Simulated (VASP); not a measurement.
A run of VASP 6.6.1 is set up as follows.

The input POSCAR:

```
Na
1.0
   -2.1829910528      2.1829910528      2.1829910528
    2.1829910528     -2.1829910528      2.1829910528
    2.1829910528      2.1829910528     -2.1829910528
Na
1
Direct
    0.0000000000      0.0000000000      0.0000000000
```

The input INCAR.step1:

```
ALGO = Normal
EDIFF = 1E-4
ENCUT = 520
GGA = PE
ISMEAR = -1
LASPH = T
LCHARG = F
LREAL = F
LWAVE = T
NBANDS = 10
NELM = 100
PREC = Accurate
SIGMA = 0.05
```

The input INCAR.step2:

```
ALGO = Normal
EDIFF = 1E-7
ENCUT = 520
ISIF = 2
ISMEAR = -1
ISTART = 1
LASPH = T
LCHARG = T
LELF = T
LMIXTAU = T
LREAL = F
LVHAR = T
LWAVE = F
METAGGA = R2SCAN
NBANDS = 10
NELM = 100
PREC = Accurate
SIGMA = 0.05
```

The input KPOINTS:

```
k-points
0
Gamma
  9 9 9
```

Potentials or basis: VASP PAW PBE potentials, release 64 (Na_pv).

Command:

```sh
$ cat potpaw_PBE.64/Na_pv/POTCAR > POTCAR
$ cp INCAR.step1 INCAR
$ mpirun -np 1 vasp_std > vasp.out
$ cp INCAR.step2 INCAR
$ mpirun -np 1 vasp_std > vasp.out
```

Predict the pressure.

-0.7 GPa.

Caveat: the PAW data sets were made with another functional, which shifts forces and pressure a little.
